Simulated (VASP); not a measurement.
Input of a VASP 6.6.1 run:

Contents of INCAR:

```
PREC = Accurate ; ENCUT = 520
EDIFF = 1E-7 ; ISMEAR = 0
SIGMA = 0.05 ; LREAL = False
LASPH = True ; NELM = 80
ALGO = Normal ; ISIF = 2
LWAVE = False ; LCHARG = True
GGA = CA ; LELF = True
LVHAR = True ; NBANDS = 26
```

Contents of KPOINTS:

```
regular mesh
0
Gamma
  8 6 4
```

File POSCAR:

```
AlN
1.0
   -1.6378403119      2.8368226349      0.0000000000
    0.0000000000      0.0000000000      4.1006264518
    4.9135209358      2.8368226349      0.0000000000
Al N
4 4
Direct
    0.5429263002      0.7500000000      0.0800294913
    1.0000000000      0.7500000000      0.6666666667
    0.0000000000      0.2500000000      0.3333333333
    0.5000000000      0.2500000000      0.8333333333
    0.5000000000      0.2500000000      0.1666666667
    1.0000000000      0.2500000000      0.6666666667
    0.0000000000      0.7500000000      0.3333333333
    0.5000000000      0.7500000000      0.8333333333
```

Potentials or basis: VASP PAW LDA potentials, release 64 (Al, N).

Run with:

```console
$ cat potpaw_LDA.64/Al/POTCAR potpaw_LDA.64/N/POTCAR > POTCAR
$ mpirun -np 1 vasp_std > vasp.out
```

**Question.** Predict the pressure.

**Answer.** 19.3 GPa.

**Question.** Estimate the largest force.

**Answer.** 27.828 eV/Å.

**Question.** Estimate the band gap on the k mesh.

**Answer.** 2.18 eV, indirect (least direct gap 2.25 eV).

Stress tensor (GPa, compression positive):
```
37.75 28.59  0.00
28.59 18.54  0.00
 0.00  0.00  1.60
```

Caveat: the cell differs from its parent crystal (atom 1 (Al) moved by -0.496 Å along [1 0 0] and -0.124 Å along [1 2 0]); forces of over 1 eV/Å act on the atoms, so gaps and moduli don't describe the material at rest. A k mesh can miss the band edges.
